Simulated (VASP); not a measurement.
# MnB6 (Cmmm) in VASP: a series of runs

MnB6 is run at these levels: PBE; tasks: relaxation of cell and atoms.

All numbers are computed with VASP 6.6.1; they aren't measurements. Logs are shortened: lines on timing, memory, paths and dates and some standing lists are left out, and cuts for length are marked.

## (1) The cell of the first run

Symmetry: Cmmm, No. 65, orthorhombic system. Conventional cell: a = 5.075 Å, b = 5.851 Å, c = 3.621 Å, α = 90.00°, β = 90.00°, γ = 90.00°. Mn (site symmetry mmm) has 12 B at 2.07 to 2.14 Å within 2.7 Å. Within 2.3 Å of B (site symmetry 2) lie 4 B at 1.73 to 1.84 Å and 2 Mn at 2.14 Å. Within 2.3 Å of B (site symmetry 2mm) lie 5 B at 1.73 to 2.02 Å and 2 Mn at 2.07 Å.

The cell was built from a structure type or drawn by symmetry, and may not be a known phase.

## (2) Relaxation of cell and atoms, PBE

Contents of INCAR:

```
SYSTEM = MnB6
ALGO = Normal
EDIFF = 1E-6
EDIFFG = -0.01
ENCUT = 600
GGA = PE
IBRION = 2
ISIF = 3
ISMEAR = 0
LASPH = .TRUE.
LCHARG = .FALSE.
LREAL = .FALSE.
LWAVE = .FALSE.
NELM = 100
NSW = 100
PREC = Accurate
SIGMA = 0.1
```

Contents of KPOINTS:

```
k-points
0
G
  8 8 8
  0 0 0
```

Contents of POSCAR:

```
MnB6
1.0
    2.5374311326     -2.9253038605      0.0000000000
    2.5374311326      2.9253038605      0.0000000000
    0.0000000000      0.0000000000      3.6214781511
Mn B
1 6
Direct
    0.0000000000      0.0000000000      0.0000000000
    0.5000000000      0.0000000000      0.2536770076
    0.0000000000      0.5000000000      0.7463229924
    0.5000000000      0.0000000000      0.7463229924
    0.0000000000      0.5000000000      0.2536770076
    0.8012263407      0.8012263407      0.5000000000
    0.1987736593      0.1987736593      0.5000000000
```

Potentials or basis: VASP PAW PBE potentials, release 64 (Mn_pv, B).

On the command line:

```console
$ cat potpaw_PBE.64/Mn_pv/POTCAR potpaw_PBE.64/B/POTCAR > POTCAR
$ mpirun -np 1 vasp_std > vasp.out
```

OUTCAR:

```text
SYSTEM = MnB6
   EDIFF = 1E-6
   EDIFFG = -0.01
   ENCUT = 600
   GGA = PE
   IBRION = 2
   ISIF = 3
   ISMEAR = 0
   LASPH = .TRUE.
   LREAL = .FALSE.
   NELM = 100
   NSW = 100
   PREC = Accurate

 ion  position               nearest neighbor table
   1  0.000  0.000  0.000-   6 2.07   7 2.07   6 2.07   7 2.07   2 2.14   3 2.14   4 2.14   5 2.14
                             3 2.14   5 2.14   2 2.14   4 2.14
   2  0.500  0.000  0.254-   6 1.73   7 1.73   4 1.78   4 1.84   1 2.14   1 2.14
   3  0.000  0.500  0.746-   6 1.73   7 1.73   5 1.78   5 1.84   1 2.14   1 2.14
   4  0.500  0.000  0.746-   6 1.73   7 1.73   2 1.78   2 1.84   1 2.14   1 2.14
   5  0.000  0.500  0.254-   6 1.73   7 1.73   3 1.78   3 1.84   1 2.14   1 2.14
   6  0.801  0.801  0.500-   2 1.73   3 1.73   4 1.73   5 1.73   7 2.02   1 2.07   1 2.07
   7  0.199  0.199  0.500-   2 1.73   3 1.73   4 1.73   5 1.73   6 2.02   1 2.07   1 2.07

  LATTYP: Found a base centered orthorhombic cell.
 ALAT       =     5.0748622652
 B/A-ratio  =     1.1528603961
 C/A-ratio  =     0.7136111212

  Lattice vectors:

 A1 = (   2.5374311326,  -2.9253038605,   0.0000000000)
 A2 = (   2.5374311326,   2.9253038605,   0.0000000000)
 A3 = (   0.0000000000,   0.0000000000,   3.6214781511)

Analysis of symmetry for initial positions (statically):
=====================================================================
 Subroutine PRICEL returns:
 Original cell was already a primitive cell.

 Routine SETGRP: Setting up the symmetry group for a
 base centered orthorhombic supercell.

 Subroutine GETGRP returns: Found  8 space group operations
 (whereof  8 operations were pure point group operations)
 out of a pool of  8 trial point group operations.

The static configuration has the point symmetry D_2h.

Analysis of symmetry for dynamics (positions and initial velocities):
=====================================================================
 Subroutine PRICEL returns:
 Original cell was already a primitive cell.

 Routine SETGRP: Setting up the symmetry group for a
 base centered orthorhombic supercell.

 Subroutine GETGRP returns: Found  8 space group operations
 (whereof  8 operations were pure point group operations)
 out of a pool of  8 trial point group operations.

The dynamic configuration has the point symmetry D_2h.

 Subroutine INISYM returns: Found  8 space group operations
 (whereof  8 operations are pure point group operations),
 and found     1 'primitive' translations

----------------------------------------------------------------------------------------

                                     Primitive cell

  volume of cell :      53.7627

  direct lattice vectors                    reciprocal lattice vectors
     2.537431133 -2.925303861  0.000000000     0.197049683 -0.170922415  0.000000000
     2.537431133  2.925303861  0.000000000     0.197049683  0.170922415  0.000000000
     0.000000000  0.000000000  3.621478151     0.000000000  0.000000000  0.276130342

  length of vectors
     3.872461676  3.872461676  3.621478151     0.260850627  0.260850627  0.276130342

  position of ions in fractional coordinates (direct lattice)
     0.000000000  0.000000000  0.000000000
     0.500000000  0.000000000  0.253677008
     0.000000000  0.500000000  0.746322992
     0.500000000  0.000000000  0.746322992
     0.000000000  0.500000000  0.253677008
     0.801226341  0.801226341  0.500000000
     0.198773659  0.198773659  0.500000000

  ion indices of the primitive-cell ions
   primitive index   ion index
                 1           1
                 2           2
                 3           3
                 4           4
                 5           5
                 6           6
                 7           7

----------------------------------------------------------------------------------------

 KPOINTS: k-points

Automatic generation of k-mesh.
 Grid dimensions read from file:
 generate k-points for:    8    8    8

 Generating k-lattice:

  Cartesian coordinates                     Fractional coordinates (reciprocal lattice)
     0.024631210 -0.021365302  0.000000000     0.125000000  0.000000000  0.000000000
     0.024631210  0.021365302  0.000000000     0.000000000  0.125000000  0.000000000
     0.000000000  0.000000000  0.034516293     0.000000000  0.000000000  0.125000000

  Length of vectors
     0.032606328  0.032606328  0.034516293

  Shift w.r.t. Gamma in fractional coordinates (k-lattice)
     0.000000000  0.000000000  0.000000000

 Subroutine IBZKPT returns following result:
 ===========================================

 Found    105 irreducible k-points:

 Following reciprocal coordinates:
            Coordinates               Weight
  0.000000  0.000000  0.000000      1.000000
  0.125000 -0.000000  0.000000      4.000000
  0.250000 -0.000000  0.000000      4.000000
  0.375000 -0.000000  0.000000      4.000000
  0.500000 -0.000000  0.000000      2.000000
  0.125000  0.125000  0.000000      2.000000
[... 16 lines left out ...]
  0.125000 -0.000000  0.125000      8.000000
  0.250000 -0.000000  0.125000      8.000000
 [... further k-points ...]
   k-points           NKPTS =    105   k-points in BZ     NKDIM =    105   number of bands    NBANDS=     19
   number of dos      NEDOS =    301   number of ions     NIONS =      7
   total plane-waves  NPLWV =  30720
   dimension x,y,z NGX =    32 NGY =   32 NGZ =   30
   dimension x,y,z NGXF=    64 NGYF=   64 NGZF=   60
   ions per type =               1   6
   NGX,Y,Z   is equivalent  to a cutoff of  13.74, 13.74, 13.77 a.u.
   NGXF,Y,Z  is equivalent  to a cutoff of  27.48, 27.48, 27.54 a.u.
 SYSTEM =  MnB6
   PREC   = accura    normal or accurate (medium, high low for compatibility)
   ISTART =      0    job   : 0-new  1-cont  2-samecut
   ICHARG =      2    charge: 1-file 2-atom 10-const
   ISPIN  =      1    spin polarized calculation?
   LNONCOLLINEAR =      F non collinear calculations
   LSORBIT =      F    spin-orbit coupling
   LASPH  =      T    aspherical Exc in radial PAW
   ENCUT  =  600.0 eV  44.10 Ry    6.64 a.u.   7.73  7.73  7.23*2*pi/ulx,y,z
   NELM   =    100;   NELMIN=  2; NELMDL= -5     # of ELM steps
   EDIFF  = 0.1E-05   stopping-criterion for ELM
   LREAL  =      F    real-space projection
   EDIFFG = -.1E-01   stopping-criterion for IOM
   NSW    =    100    number of steps for IOM
   IBRION =      2    ionic relax: 0-MD 1-quasi-New 2-CG
   NFREE  =      1    steps in history (QN), initial steepest desc. (CG)
   ISIF   =      3    stress and relaxation
   ISYM   =      2    0-nonsym 1-usesym 2-fastsym
   POTIM  = 0.5000    time-step for ionic-motion
   TEBEG  =    0.0;   TEEND  =   0.0 temperature during run
   PSTRESS=    0.0 pullay stress
   NELECT =      31.0000    total number of electrons
   NUPDOWN=      -1.0000    fix difference up-down
   EMIN   =  10.00;   EMAX   =-10.00  energy-range for DOS
   EFERMI =   0.00;   METHOD = LEGACY
   ISMEAR =     0;   SIGMA  =   0.10  broadening in eV -4-tet -1-fermi 0-gaus
   EFERMI_NEDOS =   21; number of points for ismear=-14 and -15
   IALGO  =     38    algorithm
   IMIX   =      4    mixing-type and parameters
     AMIX     =   0.40;   BMIX     =  1.00
     AMIX_MAG =   1.60;   BMIX_MAG =  1.00
  volume/ion in A,a.u.               =       7.68        51.83
  Fermi-wavevector in a.u.,A,eV,Ry     =   1.362600  2.574940 25.261645  1.856679
  Thomas-Fermi vector in A             =   2.489076
   LORBIT       =      0    0 simple, 1 ext, 2 COOP (PROOUT), +10 PAW based schemes
   GGA     = PE    functional components
   LHFCALC =     F    Hartree Fock is set to
   AEXX    =    0.0000 exact exchange contribution
   IVDW    =     0    specifies the selected vdW correction
   LEPSILON=     F    determine dielectric tensor
   LRPA    =     F    only Hartree local field effects (RPA)
 conjugate gradient relaxation of ions
 non-spin polarized calculation
 Gauss-broadening in eV      SIGMA  =   0.10
  energy-cutoff  :      600.00
  volume of cell :       53.76
 maximum number of plane-waves:      1817
   NGX = 15   NGY = 15   NGZ = 15

--------------------------------------- Ionic step        1  -------------------------------------------

 number of electron      30.9999995 magnetization

 Free energy of the ion-electron system (eV)
  ---------------------------------------------------
  ext. energy  EPLUGINS =         0.00000000
  ---------------------------------------------------
  free energy    TOTEN  =       -49.39292162 eV

  energy without entropy =      -49.38678936  energy(sigma->0) =      -49.38985549

------------------------ aborting loop because EDIFF is reached ----------------------------------------

  FORCE on cell =-STRESS in cart. coord.  units (eV):
  Direction    XX          YY          ZZ          XY          YZ          ZX
  --------------------------------------------------------------------------------------
  -------------------------------------------------------------------------------------
  Total        0.0356271     -0.1301779     -0.0956691     -0.0000000      0.0000000      0.0000000
  in kB        1.0617210     -3.8794179     -2.8510271     -0.0000000      0.0000000      0.0000000
  external PRESSURE =      -1.8895747 kB  Pullay stress =       0.0000000 kB
[... 67 lines left out ...]
  energy  without entropy=      -49.3868073473  energy(sigma->0) =      -49.38987597

--------------------------------------- Ionic step        3  -------------------------------------------

 number of electron      30.9999995 magnetization

 Free energy of the ion-electron system (eV)
  ---------------------------------------------------
  ext. energy  EPLUGINS =         0.00000000
  ---------------------------------------------------
  free energy    TOTEN  =       -49.39300496 eV

  energy without entropy =      -49.38687078  energy(sigma->0) =      -49.38993787

 E-fermi :   7.3911     XC(G=0): -12.1158

 val. band max:        7.3851223337   @ k =   0.3750   0.1250   0.1250
 cond. band min:       7.4079215115   @ k =  -0.1250   0.1250   0.5000
 fundamental gap:      0.0227991778
 Fermi energy:         7.3911064391

 k-point     1 :       0.0000    0.0000    0.0000
  band No.  band energies     occupation
      1     -40.7547      2.00000
      2     -40.7407      2.00000
      3     -40.6045      2.00000
      4      -7.7364      2.00000
      5      -2.4198      2.00000
      6      -0.4559      2.00000
[... 11 lines left out ...]
     18       9.8656      0.00000
     19      11.0686      0.00000
[... 489 lines left out ...]
      3     -40.6060      2.00000
      4      -7.1318      2.00000
      5      -3.5553      2.00000
      6      -0.6728      2.00000
[... 11 lines left out ...]
     18       9.8080      0.00000
     19      10.2437      0.00000

 [... further k-points ...]
[... 5 lines left out ...]
  --------------------------------------------------------------------------------------
  -------------------------------------------------------------------------------------
  Total        0.0449030     -0.0082683      0.0119549      0.0000000      0.0000000      0.0000000
  in kB        1.3390873     -0.2465751      0.3565157      0.0000000      0.0000000      0.0000000
  external PRESSURE =       0.4830093 kB  Pullay stress =       0.0000000 kB
[... 22 lines left out ...]
  FREE ENERGIE OF THE ION-ELECTRON SYSTEM (eV)
  ---------------------------------------------------
  free  energy   TOTEN  =       -49.3930049596 eV

  energy  without entropy=      -49.3868707771  energy(sigma->0) =      -49.38993787

 reached required accuracy - stopping structural energy minimisation
```

It took 2 min on 1 thread of AMD EPYC 9R45 (Zen 5), shared host; peak memory 0.23 GiB.

What came out:

```yaml
Free_energy: -49.3930 eV
Relaxed_volume: 7.68 Å³/atom
Relaxed_cell: a = 3.872 Å, b = 3.872 Å, c = 3.620 Å, α = 90.00°, β = 90.00°, γ = 98.09°
Space_group_after_relaxing_to_0.1_Å: Cmmm (No. 65)
Energy_gained_by_relaxing: 0.0 meV/atom
Ionic_steps: 3
Pressure_after_relaxing: 0.0 GPa
Largest_force_after_relaxing: 0.003 eV/Å
Band_gap_on_the_k_mesh: zero (an odd number of electrons rules out a gap without spin polarisation)
```

Forces in eV/Å, atoms in the order of the input:
```
Mn   0.000  0.000  0.000
B    0.000  0.000 -0.001
B    0.000  0.000  0.001
B    0.000  0.000  0.001
B    0.000  0.000 -0.001
B    0.003  0.000  0.000
B   -0.003  0.000  0.000
```

Final structure:
```
Mn B
1.0
     2.53776   -2.92390    0.00000
     2.53776    2.92390    0.00000
     0.00000    0.00000    3.62020
Mn B
1 6
Direct
  0.00000 0.00000 0.00000
  0.50000 0.00000 0.25385
  0.00000 0.50000 0.74615
  0.50000 0.00000 0.74615
  0.00000 0.50000 0.25385
  0.80123 0.80123 0.50000
  0.19877 0.19877 0.50000
```

Levels at points of the mesh, in eV from the Fermi level:
| k point | band 13 | band 14 | band 15 | band 16 | band 17 | band 18 | band 19 |
| --- | --- | --- | --- | --- | --- | --- | --- |
| (0.00, 0.00, 0.00) | -3.47 | -2.71 | -1.47 | 1.75 | 2.03 | 2.47 | 3.68 |
| (0.50, 0.00, 0.00) | -2.89 | -2.74 | -1.91 | 0.29 | 2.44 | 2.47 | 3.41 |
| (0.50, 0.50, 0.00) | -3.22 | -2.78 | -0.31 | 0.42 | 1.80 | 3.53 | 3.90 |
| (0.00, 0.00, 0.50) | -2.27 | -1.70 | -1.10 | -0.04 | 1.75 | 1.87 | 2.41 |
| (0.50, 0.00, 0.50) | -2.38 | -1.73 | -1.51 | -1.02 | 1.24 | 2.45 | 2.66 |
| (0.50, 0.50, 0.50) | -2.34 | -1.31 | -1.13 | -0.81 | 1.40 | 2.96 | 4.43 |

Caveat: the run has no spin polarisation, though such a crystal can be magnetic.

## (3) Relaxation of cell and atoms, PBE

Contents of INCAR:

```
SYSTEM = MnB6
ALGO = Normal
EDIFF = 1E-6
EDIFFG = -0.001
ENCUT = 600
GGA = PE
IBRION = 2
ISIF = 3
ISMEAR = 0
LASPH = .True.
LCHARG = .False.
LREAL = .False.
LWAVE = .False.
NELM = 80
NSW = 80
PREC = Accurate
SIGMA = 0.1
```

Contents of KPOINTS:

```
k-points
0
Gamma
  8 8 8
  0 0 0
```

Contents of POSCAR:

```
MnB6
1.0
    2.5417712266     -2.9226113313      0.0000000000
    2.5417712266      2.9226113313      0.0000000000
    0.0000000000      0.0000000000      3.6199658088
Mn B
1 6
Direct
    0.0000000000      0.0000000000      0.0000000000
    0.5000000000      0.0000000000      0.2538392667
    0.0000000000      0.5000000000      0.7461607333
    0.5000000000      0.0000000000      0.7461607333
    0.0000000000      0.5000000000      0.2538392667
    0.8015342534      0.8015342534      0.5000000000
    0.1984657466      0.1984657466      0.5000000000
```

Potentials or basis: VASP PAW PBE potentials, release 64 (Mn_pv, B).

On the command line:

```console
$ cat potpaw_PBE.64/Mn_pv/POTCAR potpaw_PBE.64/B/POTCAR > POTCAR
$ mpirun -np 1 vasp_std > vasp.out
```

Run time: 14 min. Hardware: 1 thread of AMD EPYC 9R45 (Zen 5), shared host; peak memory 0.24 GiB.

It converged, with:

* Free energy: -49.3930 eV
* Relaxed volume: 7.68 Å³/atom
* Relaxed cell: a = 3.873 Å, b = 3.873 Å, c = 3.620 Å, α = 90.00°, β = 90.00°, γ = 98.02°
* Space group after relaxing (to 0.1 Å): Cmmm (No. 65)
* Energy gained by relaxing: 0.0 meV/atom
* Ionic steps: 66
* Pressure after relaxing: 0.0 GPa
* Band gap on the k mesh: zero (an odd number of electrons rules out a gap without spin polarisation)

Final structure:
```
Mn B
1.0
     2.54037   -2.92337    0.00000
     2.54037    2.92337    0.00000
     0.00000    0.00000    3.62013
Mn B
1 6
Direct
  0.00000 0.00000 0.00000
  0.50000 0.00000 0.25384
  0.00000 0.50000 0.74616
  0.50000 0.00000 0.74616
  0.00000 0.50000 0.25384
  0.80148 0.80148 0.50000
  0.19852 0.19852 0.50000
```

Levels at points of the mesh, in eV from the Fermi level:
| k point | band 13 | band 14 | band 15 | band 16 | band 17 | band 18 | band 19 |
| --- | --- | --- | --- | --- | --- | --- | --- |
| (0.00, 0.00, 0.00) | -3.46 | -2.70 | -1.47 | 1.73 | 2.04 | 2.47 | 3.68 |
| (0.50, 0.00, 0.00) | -2.88 | -2.74 | -1.91 | 0.29 | 2.44 | 2.47 | 3.43 |
| (0.50, 0.50, 0.00) | -3.21 | -2.78 | -0.31 | 0.42 | 1.82 | 3.53 | 3.91 |
| (0.00, 0.00, 0.50) | -2.26 | -1.69 | -1.10 | -0.04 | 1.76 | 1.87 | 2.40 |
| (0.50, 0.00, 0.50) | -2.39 | -1.72 | -1.51 | -1.02 | 1.24 | 2.46 | 2.66 |
| (0.50, 0.50, 0.50) | -2.34 | -1.31 | -1.13 | -0.80 | 1.40 | 2.96 | 4.43 |

Caveat: the run has no spin polarisation, though such a crystal can be magnetic.
